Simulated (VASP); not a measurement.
Input of a VASP 6.6.1 run:

INCAR

```
PREC = Accurate
ENCUT = 520
EDIFF = 1E-6
ISMEAR = 0
SIGMA = 0.02
LREAL = F
LASPH = T
NELM = 100
ALGO = Normal
ISIF = 2
LWAVE = F
LCHARG = F
GGA = PE
NBANDS = 14
```

The input KPOINTS:

```
Automatic mesh
0
Gamma
  8 8 8
```

Contents of POSCAR:

```
NaF
1.0
    0.0000000000      2.3497917110      2.3497917110
    2.3497917110      0.0000000000      2.3497917110
    2.3497917110      2.3497917110      0.0000000000
Na F
1 1
Direct
    0.0000000000      0.0000000000      0.0000000000
    0.5000000000      0.5000000000      0.5000000000
```

Potentials or basis: VASP PAW PBE potentials, release 64 (Na_pv, F).

Run with:

```console
$ cat potpaw_PBE.64/Na_pv/POTCAR potpaw_PBE.64/F/POTCAR > POTCAR
$ mpirun -np 1 vasp_std > vasp.out
```

Problem. Predict the pressure.

Solution. -0.1 GPa.

Problem. Predict the band gap on the k mesh.

Solution. 6.08 eV.
